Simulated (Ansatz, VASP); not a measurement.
# HfO2 in VASP and in Ansatz

```
Hf O
1.0
     5.21946    0.00000    0.00000
     0.00000    5.00476    0.00000
     0.00000    0.00000    5.03269
Hf O
4 8
Cartesian
  0.1723 1.3387 1.2151
  2.4375 1.3387 3.7314
  2.7820 3.6661 1.2151
  5.0472 3.6661 3.7314
  1.9201 0.3571 1.9087
  0.6896 0.3571 4.4251
  3.8308 2.3028 2.4776
  3.9984 2.3028 4.9939
  1.3886 2.7020 4.9939
  1.2211 2.7020 2.4776
  4.5298 4.6477 1.9087
  3.2994 4.6477 4.4251
```

Alike in both runs: task relaxation of cell and atoms; functional PBE; k mesh 4 × 4 × 4; no spin polarisation.

|  | VASP | Ansatz |
| --- | --- | --- |
| version | VASP 6.6.1 | Ansatz 0.2.0 |
| potentials or method | VASP PAW PBE potentials, release 64 (Hf_pv, O) | scalar-relativistic, plane waves, PAW |
| plane-wave cutoff (eV) | 600 | 420 |
| occupations | gaussian, width 0.01 eV | fixed |
| valence electrons in the cell | 88 | 152 |

```csv
,VASP,Ansatz,Ansatz less VASP
"gap on the k mesh at the Fermi level, each at its own relaxed structure (eV)",4.40,4.41,+0.010
relaxed volume (Å³/atom),11.24,11.41,+0.165
relaxed cell length with the largest relative difference (Å),5.266,5.294,+0.0278
```

VASP's potentials hold 88 valence electrons a cell and Ansatz's 152, so a difference there can come from the potentials and not from the codes.

Spin-orbit coupling is off throughout.
